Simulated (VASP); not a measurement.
# AlN (Fm-3m) in VASP: settings compared, part 3 of 3

VASP 6.6.1. The steps go on from the part before.

## 4. G0W0 quasiparticle levels, r2SCAN

Contents of POSCAR:

```
AlN
1.0
    0.0000000000      2.0188684697      2.0188684697
    2.0188684697      0.0000000000      2.0188684697
    2.0188684697      2.0188684697      0.0000000000
Al N
1 1
Direct
    0.0000000000      0.0000000000      0.0000000000
    0.5000000000      0.5000000000      0.5000000000
```

Contents of INCAR.step1:

```
SYSTEM = AlN
PREC     = Accurate       ! precision mode
ENCUT    = 500            ! plane-wave cutoff, eV
EDIFF    = 1E-8           ! SCF threshold, eV
ISMEAR   = 0              ! smearing method
SIGMA    = 0.01           ! smearing width, eV
LREAL    = .FALSE.        ! projectors in reciprocal space
LASPH    = .TRUE.         ! aspherical terms in the spheres
NELM     = 60             ! most SCF steps
ALGO     = Normal         ! electronic algorithm
LWAVE    = .TRUE.         ! write WAVECAR
LCHARG   = .FALSE.        ! write CHGCAR
METAGGA  = R2SCAN         ! meta-GGA
LMIXTAU  = .TRUE.
```

Contents of INCAR.step2:

```
SYSTEM = AlN
PREC     = Accurate       ! precision mode
ENCUT    = 500            ! plane-wave cutoff, eV
EDIFF    = 1E-8           ! SCF threshold, eV
ISMEAR   = 0              ! smearing method
SIGMA    = 0.01           ! smearing width, eV
LREAL    = .FALSE.        ! projectors in reciprocal space
LASPH    = .TRUE.         ! aspherical terms in the spheres
NELM     = 1              ! most SCF steps
ALGO     = Exact          ! electronic algorithm
LWAVE    = .TRUE.         ! write WAVECAR
LCHARG   = .FALSE.        ! write CHGCAR
METAGGA  = R2SCAN         ! meta-GGA
LMIXTAU  = .TRUE.       
NBANDS   = 65             ! bands
LOPTICS  = .TRUE.         ! frequency-dependent dielectric function
ISTART   = 1
```

Contents of INCAR.step3:

```
SYSTEM = AlN
PREC     = Accurate       ! precision mode
ENCUT    = 500            ! plane-wave cutoff, eV
EDIFF    = 1E-8           ! SCF threshold, eV
ISMEAR   = 0              ! smearing method
SIGMA    = 0.01           ! smearing width, eV
LREAL    = .FALSE.        ! projectors in reciprocal space
LASPH    = .TRUE.         ! aspherical terms in the spheres
ALGO     = EVGW0          ! electronic algorithm
LWAVE    = .FALSE.        ! write WAVECAR
LCHARG   = .FALSE.        ! write CHGCAR
METAGGA  = R2SCAN         ! meta-GGA
LMIXTAU  = .TRUE.       
NELMGW   = 1            
NBANDS   = 65             ! bands
ENCUTGW  = 140.0          ! cutoff of the response function
NOMEGA   = 96             ! frequency points
PRECFOCK = Fast         
ISTART   = 1            
NBANDSGW = 12           
OMEGAMAX = 20
```

Contents of KPOINTS:

```
Automatic mesh
0
G
  6 6 6
  0 0 0
```

Potentials or basis: VASP PAW PBE potentials, release 64 (Al_GW, N_GW).

On the command line:

```bash
cat potpaw_PBE.64/Al_GW/POTCAR potpaw_PBE.64/N_GW/POTCAR > POTCAR
cp INCAR.step1 INCAR
mpirun -np 1 vasp_std > vasp.out
cp INCAR.step2 INCAR
mpirun -np 1 vasp_std > vasp.out
cp INCAR.step3 INCAR
mpirun -np 1 vasp_std > vasp.out
```

OUTCAR:

```text
SYSTEM = AlN
   PREC = Accurate
   ENCUT = 500
   EDIFF = 1E-8
   ISMEAR = 0
   LREAL = .FALSE.
   LASPH = .TRUE.
   METAGGA = R2SCAN
   NELMGW = 1
   ENCUTGW = 140.0
   PRECFOCK = Fast
   ISTART = 1

 ion  position               nearest neighbor table
   1  0.000  0.000  0.000-   2 2.02   2 2.02   2 2.02   2 2.02   2 2.02   2 2.02
   2  0.500  0.500  0.500-   1 2.02   1 2.02   1 2.02   1 2.02   1 2.02   1 2.02

  LATTYP: Found a face centered cubic cell.
 ALAT       =     4.0377369394

  Lattice vectors:

 A1 = (   0.0000000000,   2.0188684697,   2.0188684697)
 A2 = (   2.0188684697,   0.0000000000,   2.0188684697)
 A3 = (   2.0188684697,   2.0188684697,   0.0000000000)

Analysis of symmetry for initial positions (statically):
=====================================================================
 Subroutine PRICEL returns:
 Original cell was already a primitive cell.

 Routine SETGRP: Setting up the symmetry group for a
 face centered cubic supercell.

 Subroutine GETGRP returns: Found 48 space group operations
 (whereof 48 operations were pure point group operations)
 out of a pool of 48 trial point group operations.

The static configuration has the point symmetry O_h .

Analysis of symmetry for dynamics (positions and initial velocities):
=====================================================================
 Subroutine PRICEL returns:
 Original cell was already a primitive cell.

 Routine SETGRP: Setting up the symmetry group for a
 face centered cubic supercell.

 Subroutine GETGRP returns: Found 48 space group operations
 (whereof 48 operations were pure point group operations)
 out of a pool of 48 trial point group operations.

The dynamic configuration has the point symmetry O_h .

 Subroutine INISYM returns: Found 48 space group operations
 (whereof 48 operations are pure point group operations),
 and found     1 'primitive' translations

----------------------------------------------------------------------------------------

                                     Primitive cell

  volume of cell :      16.4571

  direct lattice vectors                    reciprocal lattice vectors
     0.000000000  2.018868470  2.018868470    -0.247663485  0.247663485  0.247663485
     2.018868470  0.000000000  2.018868470     0.247663485 -0.247663485  0.247663485
     2.018868470  2.018868470  0.000000000     0.247663485  0.247663485 -0.247663485

  length of vectors
     2.855111170  2.855111170  2.855111170     0.428965738  0.428965738  0.428965738

  position of ions in fractional coordinates (direct lattice)
     0.000000000  0.000000000  0.000000000
     0.500000000  0.500000000  0.500000000

  ion indices of the primitive-cell ions
   primitive index   ion index
                 1           1
                 2           2

[... 25 lines left out ...]

 Following reciprocal coordinates:
            Coordinates               Weight
  0.000000  0.000000  0.000000      1.000000
  0.166667  0.000000  0.000000      8.000000
  0.333333  0.000000  0.000000      8.000000
  0.500000  0.000000  0.000000      4.000000
  0.166667  0.166667  0.000000      6.000000
  0.333333  0.166667  0.000000     24.000000
[... 8 lines left out ...]
 -0.333333  0.333333  0.166667     24.000000
 -0.333333  0.500000  0.166667     12.000000
   k-points           NKPTS =     16   k-points in BZ     NKDIM =    216   number of bands    NBANDS=     65
   number of dos      NEDOS =    301   number of ions     NIONS =      2
   total plane-waves  NPLWV =  13824
   dimension x,y,z NGX =    24 NGY =   24 NGZ =   24
   dimension x,y,z NGXF=    48 NGYF=   48 NGZF=   48
   ions per type =               1   1
   NGX,Y,Z   is equivalent  to a cutoff of  13.97, 13.97, 13.97 a.u.
   NGXF,Y,Z  is equivalent  to a cutoff of  27.95, 27.95, 27.95 a.u.
 SYSTEM =  AlN
   PREC   = accura    normal or accurate (medium, high low for compatibility)
   ISTART =      1    job   : 0-new  1-cont  2-samecut
   ICHARG =      0    charge: 1-file 2-atom 10-const
   ISPIN  =      1    spin polarized calculation?
   LNONCOLLINEAR =      F non collinear calculations
   LSORBIT =      F    spin-orbit coupling
   LASPH  =      T    aspherical Exc in radial PAW
   ENCUT  =  500.0 eV  36.75 Ry    6.06 a.u.   5.21  5.21  5.21*2*pi/ulx,y,z
   NELM   =     60;   NELMIN=  2; NELMDL=  0     # of ELM steps
   EDIFF  = 0.1E-07   stopping-criterion for ELM
   LREAL  =      F    real-space projection
   EDIFFG = 0.1E-06   stopping-criterion for IOM
   NSW    =      0    number of steps for IOM
   IBRION =     -1    ionic relax: 0-MD 1-quasi-New 2-CG
   NFREE  =      0    steps in history (QN), initial steepest desc. (CG)
   ISIF   =      0    stress and relaxation
   ISYM   =      3    0-nonsym 1-usesym 2-fastsym
   POTIM  = 0.5000    time-step for ionic-motion
   TEBEG  =    0.0;   TEEND  =   0.0 temperature during run
   PSTRESS=    0.0 pullay stress
   NELECT =       8.0000    total number of electrons
   NUPDOWN=      -1.0000    fix difference up-down
   EMIN   =  10.00;   EMAX   =-10.00  energy-range for DOS
   EFERMI =   0.00;   METHOD = LEGACY
   ISMEAR =     0;   SIGMA  =   0.01  broadening in eV -4-tet -1-fermi 0-gaus
   EFERMI_NEDOS =   21; number of points for ismear=-14 and -15
   IALGO  =     38    algorithm
   IMIX   =      4    mixing-type and parameters
     AMIX     =   0.40;   BMIX     =  1.00
     AMIX_MAG =   1.60;   BMIX_MAG =  1.00
  volume/ion in A,a.u.               =       8.23        55.53
  Fermi-wavevector in a.u.,A,eV,Ry     =   1.287222  2.432497 22.544045  1.656941
  Thomas-Fermi vector in A             =   2.419249
   LORBIT       =      0    0 simple, 1 ext, 2 COOP (PROOUT), +10 PAW based schemes
   METAGGA = R2SCAN    functional components
   LHFCALC =     T    Hartree Fock is set to
   PRECFOCK=fast      Normal, Fast or Accurate (Low or Medium for compatibility)
   ENCUT4O =  -1.0   cutoff for four orbital integrals eV
   NKREDX  =     1    reduce k-point grid by
   NKREDY  =     1    reduce k-point grid by
   NKREDZ  =     1    reduce k-point grid by
   AEXX    =    1.0000 exact exchange contribution
   HFSCREEN=    0.0000 screening length (either q_TF or 0.3 A-1)
   HFSCREENC=   0.0000 screening length for correlation (either q_TF or 0.3 A-1)
   ENCUTFOCK=  -1.0 apply spherical cutoff to Coloumb kernel
   IVDW    =     0    specifies the selected vdW correction
   LEPSILON=     F    determine dielectric tensor
   LRPA    =     F    only Hartree local field effects (RPA)
   LRPAFORCE           =     F    calculate RPA forces
   ENCUTGW             = 140.0    cutoff for response function in eV
   ENCUTGWSOFT         = 112.0    soft cutoff for Coulomb kernel in GW response function in eV
   ENCUTLF             =  -1.0    cutoff for local field effects
   NELMGW              =     1    number of iterations in solving QP/BSE equation
   NELMHF              =     1    number of iterations in the inner HF iteration
   NKREDLFX            =     1    NKREDLFY  =   1   NKREDLFZ  =   1
 non-spin polarized calculation
 Gauss-broadening in eV      SIGMA  =   0.01
  energy-cutoff  :      500.00
  volume of cell :       16.46
 maximum number of plane-waves:       444
 NGX is ok and might be reduce to    24
  NGX = 14; NGY = 14; NGZ = 14
   NGX = 11   NGY = 11   NGZ = 11
 maximum number of plane-waves:        70
 NGX is ok and might be reduce to    14

 QP shifts <psi_nk| G(iteration)W_0 |psi_nk>: iteration 1
 for sc-GW calculations column KS-energies equals QP-energies in previous step
 and V_xc(KS)=  KS-energies - (<T + V_ion + V_H > + <T+V_H+V_ion>^1  + <V_x>^1)

 k-point   1 :       0.0000    0.0000    0.0000
  band No.  KS-energies  QP-energies   sigma(KS)   V_xc(KS)     V^pw_x(r,r')   Z            occupation Imag(sigma)

      1      -9.9228     -10.8213     -17.1544     -15.9831     -25.1464       0.7671       2.0000       1.3339
      2       8.5196       8.0075     -18.3616     -17.7316     -21.2010       0.8127       2.0000       0.0288
      3       8.5196       8.0075     -18.3616     -17.7316     -21.2010       0.8127       2.0000       0.0288
      4       8.5196       8.0075     -18.3616     -17.7316     -21.2010       0.8127       2.0000       0.0288
      5      15.0747      15.8733     -13.0346     -14.0029      -8.7179       0.8248       0.0000      -0.0445
      6      21.5143      22.0463      -9.4978     -10.1347      -4.5529       0.8353       0.0000      -0.0543
      7      21.5143      22.0463      -9.4978     -10.1347      -4.5529       0.8353       0.0000      -0.0543
      8      21.5143      22.0463      -9.4978     -10.1347      -4.5529       0.8353       0.0000      -0.0543
      9      27.2199      27.9775      -9.9878     -10.9162      -4.5520       0.8160       0.0000      -0.1248
     10      27.2199      27.9775      -9.9878     -10.9162      -4.5520       0.8160       0.0000      -0.1248
     11      27.2427      26.7667      -8.9817      -8.3603      -2.5968       0.7659       0.0000      -0.2320
     12      28.9435      29.0722      -9.6500      -9.8131      -2.8206       0.7892       0.0000      -0.4425
[... 228 lines left out ...]
      1      -5.5683      -6.0008     -18.8431     -18.2844     -26.4657       0.7741       2.0000       0.8416
      2       1.7294       0.6584     -15.5910     -14.2088     -19.6237       0.7749       2.0000       0.0663
      3       3.8688       2.9080     -16.1228     -14.9147     -19.6265       0.7953       2.0000       0.0470
      4       4.7968       3.9162     -16.3396     -15.2398     -19.6151       0.8007       2.0000       0.0406
      5      16.3705      17.0569     -11.0513     -11.8755      -6.6670       0.8328       0.0000      -0.0438
      6      17.6709      18.2163     -10.8041     -11.4572      -6.2557       0.8351       0.0000      -0.0469
      7      22.3548      23.2068     -12.9536     -14.0327      -7.2588       0.7894       0.0000      -0.0797
      8      23.3296      23.9659     -10.7863     -11.5862      -5.0239       0.7955       0.0000      -0.0913
      9      28.0027      28.4553     -11.5325     -12.1194      -4.6440       0.7712       0.0000      -0.2918
     10      31.5692      31.6913      -9.9958     -10.1508      -3.1555       0.7881       0.0000      -0.4998
     11      34.6368      35.2778     -10.8777     -11.6646      -4.1482       0.8145       0.0000      -0.6821
     12      37.6373      38.2053     -11.4484     -12.1654      -3.9580       0.7923       0.0000      -0.9801
```

Run time: 2.9 min. Hardware: 1 thread of AMD EPYC 9R45 (Zen 5), shared host; peak memory 0.27 GiB.

Results:

- Quasiparticle gap: 6.49 eV
- Least direct quasiparticle gap: 7.87 eV
- Band gap of the starting levels on the mesh: 5.48 eV
- Least direct gap of the starting levels on the mesh: 6.56 eV

Caveat: the k points lie up to 0.45 Å⁻¹ apart; bands, screening cutoff and mesh are small and nothing is extrapolated, so the quasiparticle values aren't converged; the structure was generated, so it needn't be the stable form of AlN.
